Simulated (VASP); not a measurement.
ScBr: single point with PBEsol

The system is ScBr.

```
Br Sc
1.0
     0.00000    2.74226    2.74226
     2.74226    0.00000    2.74226
     2.74226    2.74226    0.00000
Br Sc
1 1
Direct
  0.50000 0.50000 0.50000
  0.00000 0.00000 0.00000
```

* Program: VASP 6.6.1
* Task: single point
* Functional: PBEsol
* Potentials or basis: VASP PAW PBE potentials, release 64 (Br, Sc_sv)
* Cutoff: 500 eV
* k mesh: 5 × 5 × 5
* Occupations: gaussian, width 0.0356 eV
* Spin: no spin polarisation
* Dipole correction: no
* Further INCAR settings: ALGO = Normal; EDIFF = 1e-06; NBANDS = 16

```yaml
Pressure: 0.2 GPa
Band_gap_on_the_k_mesh: zero (bands 9 and 10 overlap by 0.90 eV)
```

Levels at points of the mesh, in eV from the Fermi level:
| k point | band 7 | band 8 | band 9 | band 10 | band 11 | band 12 |
| --- | --- | --- | --- | --- | --- | --- |
| (0.00, 0.00, 0.00) | -5.73 | -5.73 | -0.85 | -0.76 | -0.76 | -0.76 |

Run time: 8.7 s on 1 thread of AMD EPYC 7R43 64-Core Processor (Zen 3), on a shared host, peak memory 0.12 GiB.

Caveat: the k points lie up to 0.40 Å⁻¹ apart, too coarse for converged energies and pressures of a metal; the PAW data sets were made with another functional, which shifts forces and pressure a little.
